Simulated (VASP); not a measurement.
A run of VASP 6.6.1:

INCAR

```
SYSTEM = Nb
PREC = Accurate
ENCUT = 520
EDIFF = 1E-6
ISMEAR = 1
SIGMA = 0.2
LREAL = .False.
LASPH = .True.
NELM = 80
ALGO = Normal
ISIF = 2
LWAVE = .False.
LCHARG = .True.
GGA = CA
LELF = .True.
LVHAR = .True.
NBANDS = 12
```

KPOINTS

```
regular mesh
0
Gamma
  14 14 14
  0 0 0
```

File POSCAR:

```
Nb
1.0
   -1.6231103068      1.6231103068      1.6231103068
    1.6231103068     -1.6231103068      1.6231103068
    1.6231103068      1.6231103068     -1.6231103068
Nb
1
Direct
    0.0000000000      0.0000000000      0.0000000000
```

Potentials or basis: VASP PAW LDA potentials, release 64 (Nb_sv).

Run with:

```console
$ cat potpaw_LDA.64/Nb_sv/POTCAR > POTCAR
$ mpirun -np 1 vasp_std > vasp.out
```

Hardware: 1 thread of Intel(R) Xeon(R) 6975P-C (Granite Rapids), with other jobs on the host.

Task: Estimate the wall time of this run.

Result: It took 12 s on 1 thread of Intel(R) Xeon(R) 6975P-C (Granite Rapids) (shared host), peak memory 0.13 GiB. Counts: scf iterations 12, k points 104.
